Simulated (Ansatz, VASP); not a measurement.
Two plane-wave programs on Ti

```
Ti
1.0
     4.68222    0.00000    0.00000
    -2.34111    4.05492    0.00000
     0.00000    0.00000    2.75395
Ti
3
Cartesian
  0.0000 0.0000 0.0000
  0.0000 2.7033 1.3770
  2.3411 1.3516 1.3770
```

Change from the starting cell: strain +0.025 along x and y, -0.025 along z, atoms carried along.

Alike in both runs: task single point; functional r2SCAN; k mesh 12 × 12 × 16; occupations gaussian, width 0.15 eV; no spin polarisation.

|  | VASP | Ansatz |
| --- | --- | --- |
| version | VASP 6.6.1 | Ansatz 0.2.0 |
| potentials or method | VASP PAW PBE potentials, release 64 (Ti_sv), cutoff 520 eV | scalar-relativistic, plane waves, PAW |
| valence electrons in the cell | 36 | 36 |

Ansatz gave:

| Item | Value |
| --- | --- |
| gap on the k mesh at the Fermi level (eV) | none |
| pressure (GPa) | -2.4 |
| traceless stress, the component that is largest in VASP (GPa) | 6.86 |

Task: What did VASP give for the same quantities?

Result: gap on the k mesh at the Fermi level (eV): none; pressure (GPa): -1.9; traceless stress, the component that is largest in VASP (GPa): 6.86.

VASP's potentials were made for PBE, not for r2SCAN. A gap of «none» marks a metal or a gap that the smearing closes.
